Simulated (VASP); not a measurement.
Input of a VASP 6.6.1 run:

File INCAR:

```
PREC = Accurate
ENCUT = 520
EDIFF = 1E-6
ISMEAR = -1
SIGMA = 0.05
LREAL = F
LASPH = T
NELM = 150
ALGO = Normal
ISIF = 2
LWAVE = F
LCHARG = T
ISPIN = 2
MAGMOM = 0 0 0 0 0
LORBIT = 11
NUPDOWN = 0.0
LMAXMIX = 4
GGA = PS
LELF = T
LVHAR = T
NBANDS = 27
```

File KPOINTS:

```
regular mesh
0
Gamma
  6 6 6
```

POSCAR

```
AlFe3B
1.0
    3.8223220000      0.0000000000      0.0000000000
    0.0000000000      3.8223220000      0.0000000000
    0.0000000000      0.0000000000      3.8223220000
Fe Al B
3 1 1
Direct
    0.0000000000      0.0000000000      0.5000000000
    0.0000000000      0.5000000000      0.0000000000
    0.5000000000      0.0000000000      0.0000000000
    0.5000000000      0.5000000000      0.5000000000
    0.0000000000      0.0000000000      0.0000000000
```

Potentials or basis: VASP PAW PBE potentials, release 64 (Fe, Al, B).

The run is started by

```console
$ cat potpaw_PBE.64/Fe/POTCAR potpaw_PBE.64/Al/POTCAR potpaw_PBE.64/B/POTCAR > POTCAR
$ mpirun -np 1 vasp_std > vasp.out
```

(1) Estimate the pressure.

## Answers

(1) -12.5 GPa.

Caveat: the cell stands under tension; the PAW data sets were made with another functional, which shifts forces and pressure a little; the total moment is fixed, so each spin has its own Fermi level.
